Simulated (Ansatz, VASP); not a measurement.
GeSb2Te4: VASP beside Ansatz

```xyz
56
Lattice="8.6189 0.0000 0.0000 -2.1547 -1.2440 -13.8971 0.0000 14.9284 0.0000" Properties=species:S:1:pos:R:3 pbc="T T T"
Ge    4.3095   12.4403   -4.0111
Ge    2.1547    8.7082   -4.0111
Ge    0.0000    4.9761   -4.0111
Ge    6.4642    1.2440   -4.0111
Ge    0.0000   12.4403   -4.0111
Ge    6.4642    8.7082   -4.0111
Ge    4.3095    4.9761   -4.0111
Ge    2.1547    1.2440   -4.0111
Sb    4.3095   12.4403  -10.0117
Sb    2.1547    8.7082  -10.0117
Sb    0.0000    4.9761  -10.0117
Sb    6.4642    1.2440  -10.0117
Sb    0.0000   12.4403  -10.0117
Sb    6.4642    8.7082  -10.0117
Sb    4.3095    4.9761  -10.0117
Sb    2.1547    1.2440  -10.0117
Sb    2.1547   11.1963   -0.0839
Sb    0.0000    7.4642   -0.0839
Sb    6.4642    3.7321   -0.0839
Sb    4.3095    0.0000   -0.0839
Sb    6.4642   11.1963   -0.0839
Sb    4.3095    7.4642   -0.0839
Sb    2.1547    3.7321   -0.0839
Sb    0.0000    0.0000   -0.0839
Te    2.1547   11.1963   -5.4295
Te    0.0000    7.4642   -5.4295
Te    6.4642    3.7321   -5.4295
Te    4.3095    0.0000   -5.4295
Te    6.4642   11.1963   -5.4295
Te    4.3095    7.4642   -5.4295
Te    2.1547    3.7321   -5.4295
Te    0.0000    0.0000   -5.4295
Te    6.4642   13.6844   -8.3036
Te    4.3095    9.9523   -8.3036
Te    2.1547    6.2202   -8.3036
Te    0.0000    2.4881   -8.3036
Te    2.1547   13.6844   -8.3036
Te    0.0000    9.9523   -8.3036
Te    6.4642    6.2202   -8.3036
Te    4.3095    2.4881   -8.3036
Te    2.1547   11.1963  -12.0334
Te    0.0000    7.4642  -12.0334
Te    6.4642    3.7321  -12.0334
Te    4.3095    0.0000  -12.0334
Te    6.4642   11.1963  -12.0334
Te    4.3095    7.4642  -12.0334
Te    2.1547    3.7321  -12.0334
Te    0.0000    0.0000  -12.0334
Te    6.4642   13.6844   -1.8183
Te    4.3095    9.9523   -1.8183
Te    2.1547    6.2202   -1.8183
Te    0.0000    2.4881   -1.8183
Te    2.1547   13.6844   -1.8183
Te    0.0000    9.9523   -1.8183
Te    6.4642    6.2202   -1.8183
Te    4.3095    2.4881   -1.8183
```

Alike in both runs: task single point; functional PBE; k mesh 2 × 1 × 1; occupations gaussian, width 0.05 eV; no spin polarisation.

|  | VASP | Ansatz |
| --- | --- | --- |
| version | VASP 6.6.1 | Ansatz 0.2.0 |
| potentials or method | VASP PAW PBE potentials, release 64 (Ge_d, Sb, Te), cutoff 520 eV | scalar-relativistic, plane waves, PAW |
| valence electrons in the cell | 384 | 864 |

|  | VASP | Ansatz | Ansatz less VASP |
| --- | --- | --- | --- |
| gap on the k mesh at the Fermi level (eV) | 0.45 | 0.46 | +0.012 |
| rms of the force components (eV/Å) | 0.036 | 0.043 | +0.0078 |

Atom by atom the forces differ by 0.009 eV/Å (rms over components). With one functional, cell and mesh, what is left measures potentials, basis and numerics. VASP's potentials hold 384 valence electrons a cell and Ansatz's 864, so a difference there can come from the potentials and not from the codes. Ansatz's warnings: structure snapped to symmetry.

The k mesh is coarse, so the values compare programs but aren't converged. Spin-orbit coupling is off throughout.
